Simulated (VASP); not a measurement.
Here is a VASP 6.6.1 calculation.

Contents of INCAR:

```
  PREC = Accurate
  ENCUT = 520
  EDIFF = 1E-7
  ISMEAR = -1
  SIGMA = 0.05
  LREAL = Auto
  LASPH = True
  NELM = 80
  ALGO = Normal
  ISIF = 2
  LWAVE = False
  LCHARG = False
  GGA = PE
  NBANDS = 86
```

KPOINTS

```
Automatic mesh
0
Gamma
  2 2 1
```

POSCAR

```
HW8C8
1.0
    5.7958000000      0.0000000000      0.0000000000
    0.0000000000      5.6578000000      0.0000000000
    0.0000000000      0.0000000000     17.1827580000
W C H
8 8 1
Direct
    0.0000000000      0.0000000000      0.0581978749
    0.2692984575     -0.0146346637      0.1952189515
    0.0000000000      0.5000000000      0.0581978749
    0.2393629870      0.4970483227      0.1984023752
    0.5000000000      0.0000000000      0.0581978749
    0.7520618379     -0.0014670013      0.2088488938
    0.5000000000      0.5000000000      0.0581978749
    0.7499051037      0.4880342182      0.2010794775
    0.0021222264      0.2602071477      0.1515530859
    0.3092584285      0.2567429036      0.2899709115
   -0.0206011250      0.7528721411      0.1388717690
    0.0217398806      0.7581392061      0.2630252955
    0.5147520618      0.2496906925      0.1441561361
    0.5206183788      0.1836049348      0.2872996291
    0.5021567342      0.7417370709      0.1517916972
    0.8110183236      0.7265014670      0.2966694869
   -0.2577038545      0.7497437166      0.3543726799
```

Potentials or basis: VASP PAW PBE potentials, release 64 (W_sv, C, H).

The run is started by

```bash
$ cat potpaw_PBE.64/W_sv/POTCAR potpaw_PBE.64/C/POTCAR potpaw_PBE.64/H/POTCAR > POTCAR
$ mpirun -np 1 vasp_std > vasp.out
```

Question: What does it give for the band gap on the k mesh?

Answer: Zero (an odd number of electrons rules out a gap without spin polarisation).

Question: What does it give for the largest force?

Answer: 2.861 eV/Å.

Forces on the atoms (eV/Å):
```
W    0.363  1.073 -0.272
W   -2.209  1.159  1.401
W   -0.128 -0.711 -0.478
W    1.677  1.082  0.475
W    0.500 -0.148 -0.136
W   -0.115  0.904 -1.495
W   -0.290  0.028  0.088
W   -0.552  0.166  0.053
C   -0.358 -1.774 -0.510
C   -0.480  0.344  0.433
C    0.485 -0.571  1.315
C    1.684 -0.094 -0.344
C   -0.595 -0.161  0.037
C    0.862 -1.011 -0.775
C    0.207 -0.201 -0.293
C   -0.995  0.020  0.108
H   -0.056 -0.105  0.392
```

Caveat: the k points lie up to 0.56 Å⁻¹ apart, too coarse for converged energies and pressures of a metal; there is no dipole correction, which matters where the two faces differ; spin-orbit coupling is left out, which moves the levels of the heavy elements.
